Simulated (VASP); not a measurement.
A run of VASP 6.6.1 is set up as follows.

File POSCAR:

```
Fe
1.0
    0.0000000000      2.4975449670      2.4975449670
    2.4975449670      0.0000000000      2.4975449670
    2.4975449670      2.4975449670      0.0000000000
Fe
2
Direct
    1.0000000000      0.0000000000      0.0000000000
    0.5000000000      0.5000000000      0.5000000000
```

The input INCAR.step1:

```
  PREC = Accurate
  ENCUT = 520
  ISMEAR = -1
  SIGMA = 0.05
  LREAL = False
  LASPH = True
  NELM = 150
  ISPIN = 2
  MAGMOM = 2.741 -2.741
  LMAXMIX = 4
  NBANDS = 19
  GGA = PE
  ALGO = Normal
  EDIFF = 1E-4
  LWAVE = True
  LCHARG = False
```

File INCAR.step2:

```
  PREC = Accurate
  ENCUT = 520
  EDIFF = 1E-6
  ISMEAR = -1
  SIGMA = 0.05
  LREAL = False
  LASPH = True
  NELM = 150
  ALGO = Normal
  ISIF = 2
  LWAVE = False
  LCHARG = False
  ISPIN = 2
  MAGMOM = 2.741 -2.741
  LORBIT = 11
  LMAXMIX = 4
  METAGGA = R2SCAN
  LMIXTAU = True
  NBANDS = 19
  ISTART = 1
```

File KPOINTS:

```
Automatic mesh
0
Gamma
  13 13 13
```

Potentials or basis: VASP PAW PBE potentials, release 64 (Fe).

Command:

```console
$ cat potpaw_PBE.64/Fe/POTCAR > POTCAR
$ cp INCAR.step1 INCAR
$ mpirun -np 1 vasp_std > vasp.out
$ cp INCAR.step2 INCAR
$ mpirun -np 1 vasp_std > vasp.out
```

Problem. Estimate the pressure.

Solution. -6.6 GPa.

Problem. Predict the band gap on the k mesh.

Solution. Zero (filled and empty bands overlap).

Problem. Estimate the net moment.

Solution. 0.00 μB per cell.

Caveat: the PAW data sets were made with another functional, which shifts forces and pressure a little.
